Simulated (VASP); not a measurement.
Here is a VASP 6.6.1 calculation.

File INCAR:

```
PREC = Accurate ; ENCUT = 520
EDIFF = 1E-6 ; ISMEAR = 0
SIGMA = 0.01 ; LREAL = False
LASPH = True ; NELM = 60
ALGO = Normal ; ISIF = 2
LWAVE = False ; LCHARG = False
GGA = PE ; NBANDS = 16
```

The input KPOINTS:

```
Automatic mesh
0
Gamma
  4 4 4
```

POSCAR

```
Si
1.0
   -3.3815647130      3.3815647130      1.9540821842
    3.3815647130     -3.3815647130      1.9540821842
    3.3815647130      3.3815647130     -1.9540821842
Si
4
Direct
    0.1787893956      0.1787893956      0.3575787913
    0.8212106044      0.8212106044      0.6424212087
    0.1787893956      0.8212106044      0.0000000000
    0.8212106044      0.1787893956      0.0000000000
```

Potentials or basis: VASP PAW PBE potentials, release 64 (Si).

Run with:

```console
$ cat potpaw_PBE.64/Si/POTCAR > POTCAR
$ mpirun -np 1 vasp_std > vasp.out
```

Q: What does it give for the pressure?

A: -2.6 GPa.

Q: Estimate the largest force.

A: 0.087 eV/Å.

Q: Estimate the band gap on the k mesh.

A: 0.26 eV, indirect (least direct gap 0.43 eV).

Forces in eV/Å, atoms in the order of the input:
```
Si  -0.062 -0.062  0.000
Si   0.062  0.062  0.000
Si   0.062 -0.062  0.000
Si  -0.062  0.062  0.000
```

Caveat: the k points lie up to 0.46 Å⁻¹ apart. A k mesh can miss the band edges.
